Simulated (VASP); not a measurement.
Input of a VASP 6.6.1 run:

File INCAR:

```
PREC = Accurate ; ENCUT = 600
EDIFF = 1E-6 ; ISMEAR = 1
SIGMA = 0.01 ; LREAL = False
LASPH = True ; NELM = 120
ALGO = Normal ; ISIF = 2
LWAVE = False ; LCHARG = False
GGA = PE ; NBANDS = 11
GGA_COMPAT = False
```

The input KPOINTS:

```
regular mesh
0
Gamma
  6 6 6
```

Contents of POSCAR:

```
BeSe
1.0
    0.0000000000      2.5350000000      2.5350000000
    2.5350000000      0.0000000000      2.5350000000
    2.5350000000      2.5350000000      0.0000000000
Be Se
1 1
Direct
    0.0000000000      0.0000000000      0.0000000000
    0.2500000000      0.2500000000      0.2500000000
```

Potentials or basis: VASP PAW PBE potentials, release 64 (Be, Se).

Launch:

```console
$ cat potpaw_PBE.64/Be/POTCAR potpaw_PBE.64/Se/POTCAR > POTCAR
$ mpirun -np 1 vasp_std > vasp.out
```

**Question.** Estimate the band gap on the k mesh.

**Answer.** 2.52 eV (least direct gap 4.69 eV).

**Question.** Predict the pressure.

**Answer.** 5.6 GPa.

Caveat: the cell stands under pressure. A hybrid or GW would open this gap; PBE tends to underestimate it.
